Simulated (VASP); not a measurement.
# Ni in VASP: a series of runs

The runs below take Ni through electric field gradients, with PBE.

Everything below comes from runs of VASP 6.6.1. Logs are shortened: lines on timing, memory, paths and dates and some standing lists are left out, and cuts for length are marked.

## (1) The cell of the first run

The structure is cubic, space group Fm-3m (No. 225). Conventional cell: a = 3.559 Å, b = 3.559 Å, c = 3.559 Å, α = 90.00°, β = 90.00°, γ = 90.00°. Within 3.3 Å of Ni (site symmetry m-3m) lie 12 Ni at 2.52 Å.

## (2) Electric field gradients, PBE, collinear spin, ferromagnetic start (volume scaled by 1.02)

Contents of INCAR:

```
ALGO = Normal
EDIFF = 1E-8
ENCUT = 520
GGA = PE
ISIF = 2
ISMEAR = -1
ISPIN = 2
LASPH = T
LCHARG = F
LEFG = T
LMAXMIX = 4
LORBIT = 11
LREAL = F
LWAVE = F
MAGMOM = 1.5
NBANDS = 15
NELM = 150
PREC = Accurate
SIGMA = 0.05
```

Contents of KPOINTS:

```
k-points
0
Gamma
  20 20 20
```

Contents of POSCAR:

```
Ni
1.0
    0.0000000000      1.7796586194      1.7796586194
    1.7796586194      0.0000000000      1.7796586194
    1.7796586194      1.7796586194      0.0000000000
Ni
1
Direct
    0.0000000000      0.0000000000      0.0000000000
```

Potentials or basis: VASP PAW PBE potentials, release 64 (Ni).

On the command line:

```
> cat potpaw_PBE.64/Ni/POTCAR > POTCAR
> mpirun -np 1 vasp_std > vasp.out
```

OUTCAR:

```text
EDIFF = 1E-8
   ENCUT = 520
   GGA = PE
   ISIF = 2
   ISMEAR = -1
   ISPIN = 2
   LASPH = T
   LORBIT = 11
   LREAL = F
   NELM = 150
   PREC = Accurate

 ion  position               nearest neighbor table
   1  0.000  0.000  0.000-

  LATTYP: Found a face centered cubic cell.
 ALAT       =     3.5593172388

  Lattice vectors:

 A1 = (   0.0000000000,   1.7796586194,   1.7796586194)
 A2 = (   1.7796586194,   0.0000000000,   1.7796586194)
 A3 = (   1.7796586194,   1.7796586194,   0.0000000000)

Analysis of symmetry for initial positions (statically):
=====================================================================
 Subroutine PRICEL returns:
 Original cell was already a primitive cell.

 Routine SETGRP: Setting up the symmetry group for a
 face centered cubic supercell.

 Subroutine GETGRP returns: Found 48 space group operations
 (whereof 48 operations were pure point group operations)
 out of a pool of 48 trial point group operations.

The static configuration has the point symmetry O_h .

Analysis of symmetry for dynamics (positions and initial velocities):
=====================================================================
 Subroutine PRICEL returns:
 Original cell was already a primitive cell.

 Routine SETGRP: Setting up the symmetry group for a
 face centered cubic supercell.

 Subroutine GETGRP returns: Found 48 space group operations
 (whereof 48 operations were pure point group operations)
 out of a pool of 48 trial point group operations.

The dynamic configuration has the point symmetry O_h .

Analysis of structural, dynamic, and magnetic symmetry:
=====================================================================
 Subroutine PRICEL returns:
 Original cell was already a primitive cell.

 Routine SETGRP: Setting up the symmetry group for a
 face centered cubic supercell.

 Subroutine GETGRP returns: Found 48 space group operations
 (whereof 48 operations were pure point group operations)
 out of a pool of 48 trial point group operations.

The overall configuration has the point symmetry O_h .

 Subroutine INISYM returns: Found 48 space group operations
 (whereof 48 operations are pure point group operations),
 and found     1 'primitive' translations

----------------------------------------------------------------------------------------

                                     Primitive cell

  volume of cell :      11.2730

  direct lattice vectors                    reciprocal lattice vectors
     0.000000000  1.779658619  1.779658619    -0.280952759  0.280952759  0.280952759
     1.779658619  0.000000000  1.779658619     0.280952759 -0.280952759  0.280952759
     1.779658619  1.779658619  0.000000000     0.280952759  0.280952759 -0.280952759

  length of vectors
     2.516817356  2.516817356  2.516817356     0.486624454  0.486624454  0.486624454

  position of ions in fractional coordinates (direct lattice)
     0.000000000  0.000000000  0.000000000

  ion indices of the primitive-cell ions
   primitive index   ion index
                 1           1

----------------------------------------------------------------------------------------

 KPOINTS: k-points

Automatic generation of k-mesh.
 Grid dimensions read from file:
 generate k-points for:   20   20   20

 Generating k-lattice:

  Cartesian coordinates                     Fractional coordinates (reciprocal lattice)
    -0.014047638  0.014047638  0.014047638     0.050000000  0.000000000  0.000000000
     0.014047638 -0.014047638  0.014047638     0.000000000  0.050000000  0.000000000
     0.014047638  0.014047638 -0.014047638     0.000000000  0.000000000  0.050000000

  Length of vectors
     0.024331223  0.024331223  0.024331223

  Shift w.r.t. Gamma in fractional coordinates (k-lattice)
     0.000000000  0.000000000  0.000000000

 Subroutine IBZKPT returns following result:
 ===========================================

 Found    256 irreducible k-points:

 Following reciprocal coordinates:
[... 54 lines left out ...]
   PSTRESS=    0.0 pullay stress
   NELECT =      10.0000    total number of electrons
   NUPDOWN=      -1.0000    fix difference up-down
   EMIN   =  10.00;   EMAX   =-10.00  energy-range for DOS
   EFERMI =   0.00;   METHOD = LEGACY
   ISMEAR =    -1;   SIGMA  =   0.05  broadening in eV -4-tet -1-fermi 0-gaus
   EFERMI_NEDOS =   21; number of points for ismear=-14 and -15
   IALGO  =     38    algorithm
   IMIX   =      4    mixing-type and parameters
     AMIX     =   0.40;   BMIX     =  1.00
     AMIX_MAG =   1.60;   BMIX_MAG =  1.00
  volume/ion in A,a.u.               =      11.27        76.07
  Fermi-wavevector in a.u.,A,eV,Ry     =   1.572998  2.972535 33.665198  2.474322
  Thomas-Fermi vector in A             =   2.674348
   LORBIT       =     11    0 simple, 1 ext, 2 COOP (PROOUT), +10 PAW based schemes
   GGA     = PE    functional components
   LHFCALC =     F    Hartree Fock is set to
   AEXX    =    0.0000 exact exchange contribution
   IVDW    =     0    specifies the selected vdW correction
   LEPSILON=     F    determine dielectric tensor
   LRPA    =     F    only Hartree local field effects (RPA)
 spin polarized calculation
  energy-cutoff  :      520.00
  volume of cell :       11.27
 maximum number of plane-waves:       318
   NGX =  9   NGY =  9   NGZ =  9

 number of electron      10.0000004 magnetization       0.6331445

 Free energy of the ion-electron system (eV)
  ---------------------------------------------------
  ext. energy  EPLUGINS =         0.00000000
  ---------------------------------------------------
  free energy    TOTEN  =        -5.47018405 eV

  energy without entropy =       -5.45547455  energy(sigma->0) =       -5.46282930

 E-fermi :   8.8837     XC(G=0): -13.0475

 val. band max:        8.8737567252   @ k =   0.3500   0.1500   0.0500
 cond. band min:       8.8839950129   @ k =   0.3500   0.2500   0.0500
 fundamental gap:      0.0102382877
 Fermi energy:         8.8836952480

 spin component 1

 k-point     1 :       0.0000    0.0000    0.0000
  band No.  band energies     occupation
      1       0.1186      1.00000
      2       6.5314      1.00000
      3       6.5314      1.00000
      4       6.5314      1.00000
      5       7.6532      1.00000
      6       7.6532      1.00000
      7      32.3059      0.00000
      8      35.8893      0.00000
      9      35.8893      0.00000
     10      35.8893      0.00000
     11      38.7196      0.00000
     12      38.7196      0.00000
     13      38.7196      0.00000
     14      41.7639      0.00000
[... 403 lines left out ...]
      4       6.7955      1.00000
      5       7.9633      1.00000
      6       8.2979      0.99999
      7      17.7461      0.00000
      8      30.1689      0.00000
      9      32.4529      0.00000
     10      34.1421      0.00000
     11      36.1927      0.00000
     12      37.9855      0.00000
     13      42.0455      0.00000
     14      48.5939      0.00000
     15      50.2355      0.00000

 [... further k-points ...]

 spin component 2

 k-point     1 :       0.0000    0.0000    0.0000
  band No.  band energies     occupation
      1       0.0795      1.00000
      2       7.2942      1.00000
      3       7.2942      1.00000
      4       7.2942      1.00000
      5       8.2446      1.00000
      6       8.2446      1.00000
      7      32.1339      0.00000
      8      35.8723      0.00000
      9      35.8724      0.00000
     10      35.8724      0.00000
     11      38.8155      0.00000
     12      38.8155      0.00000
     13      38.8155      0.00000
     14      41.6349      0.00000
[... 403 lines left out ...]
      4       7.3103      1.00000
      5       8.6997      0.97541
      6       8.9971      0.09381
      7      17.9838      0.00000
      8      30.1418      0.00000
      9      32.4371      0.00000
     10      34.2448      0.00000
     11      36.2163      0.00000
     12      38.0011      0.00000
     13      42.1037      0.00000
     14      48.6609      0.00000
     15      50.3946      0.00000

 [... further k-points ...]
[... 5 lines left out ...]
  --------------------------------------------------------------------------------------
  -------------------------------------------------------------------------------------
  Total       -0.4387641     -0.4387641     -0.4387641      0.0000000      0.0000000      0.0000000
  in kB      -62.3593418    -62.3593418    -62.3593418      0.0000000      0.0000000      0.0000000
  external PRESSURE =     -62.3593418 kB  Pullay stress =       0.0000000 kB

 VOLUME and BASIS-vectors are now :
 -----------------------------------------------------------------------------
  energy-cutoff  :      520.00
  volume of cell :       11.27
      direct lattice vectors                 reciprocal lattice vectors
     0.000000000  1.779658619  1.779658619    -0.280952759  0.280952759  0.280952759
     1.779658619  0.000000000  1.779658619     0.280952759 -0.280952759  0.280952759
     1.779658619  1.779658619  0.000000000     0.280952759  0.280952759 -0.280952759

 POSITION                                       TOTAL-FORCE (eV/Angst)
 -----------------------------------------------------------------------------------
      0.00000      0.00000      0.00000        -0.000000      0.000000     -0.000000
 -----------------------------------------------------------------------------------
    total drift:                                0.000000      0.000000      0.000000

  FREE ENERGIE OF THE ION-ELECTRON SYSTEM (eV)
  ---------------------------------------------------
  free  energy   TOTEN  =        -5.4701840535 eV

  energy  without entropy=       -5.4554745544  energy(sigma->0) =       -5.46282930

 Electric field gradients (V/A^2)
---------------------------------------------------------------------
 ion       V_xx      V_yy      V_zz      V_xy      V_xz      V_yz
---------------------------------------------------------------------
   1      -0.000     0.000    -0.000    -0.001    -0.001    -0.001
---------------------------------------------------------------------

 Electric field gradients after diagonalization (V/A^2)
 (convention: |V_zz| > |V_xx| > |V_yy|)
----------------------------------------------------------------------
 ion       V_xx      V_yy      V_zz     asymmetry (V_yy - V_xx)/ V_zz
----------------------------------------------------------------------
   1       0.001     0.001    -0.003       0.000
----------------------------------------------------------------------

           NMR quadrupolar parameters

 Cq : quadrupolar parameter    Cq=e*Q*V_zz/h
 eta: asymmetry parameters     (V_yy - V_xx)/ V_zz
 Q  : nuclear electric quadrupole moment in mb (millibarn)
----------------------------------------------------------------------
 ion       Cq(MHz)       eta       Q (mb)
----------------------------------------------------------------------
   1      -0.000       0.000       1.000
----------------------------------------------------------------------

 total charge

# of ion       s       p       d       tot
------------------------------------------
    1        0.483   0.467   8.299   9.249

 magnetization (x)

# of ion       s       p       d       tot
------------------------------------------
    1       -0.007  -0.025   0.680   0.648
```

Run time: 45 s. Hardware: 1 thread of Intel Xeon 6975P-C (Granite Rapids), shared host; peak memory 0.18 GiB.

What came out:

| Item | Value |
| --- | --- |
| Free energy | -5.4702 eV |
| Pressure | -6.2 GPa |
| Net moment | 0.63 μB per cell |
| Site moments | Ni +0.65 μB |
| Valence electrons inside the program's atomic spheres | Ni 9.25 |

Levels at points of the mesh, in eV from the Fermi level:
Spin up:
| k point | band 2 | band 3 | band 4 | band 5 | band 6 | band 7 | band 8 | band 9 |
| --- | --- | --- | --- | --- | --- | --- | --- | --- |
| (0.00, 0.00, 0.00) | -2.35 | -2.35 | -2.35 | -1.23 | -1.23 | 23.42 | 27.01 | 27.01 |
| (0.50, 0.00, 0.00) | -2.33 | -2.33 | -0.62 | -0.62 | -0.23 | 5.41 | 21.93 | 24.06 |
| (0.50, 0.50, 0.00) | -4.02 | -0.56 | -0.50 | -0.50 | 2.43 | 8.91 | 14.50 | 14.50 |
Spin down:
```
           k point  band 2  band 3  band 4  band 5  band 6  band 7  band 8  band 9
(0.00, 0.00, 0.00)   -1.59   -1.59   -1.59   -0.64   -0.64   23.25   26.99   26.99
(0.50, 0.00, 0.00)   -1.70   -1.70   -0.29    0.15    0.15    5.84   21.78   24.14
(0.50, 0.50, 0.00)   -3.39    0.06    0.37    0.37    2.38    9.15   14.50   14.50
```

Caveat: without QUAD_EFG the Cq values of the log hold for a quadrupole moment of 1 mb, not for the nuclei.

(Continued in part 2 of 3.)
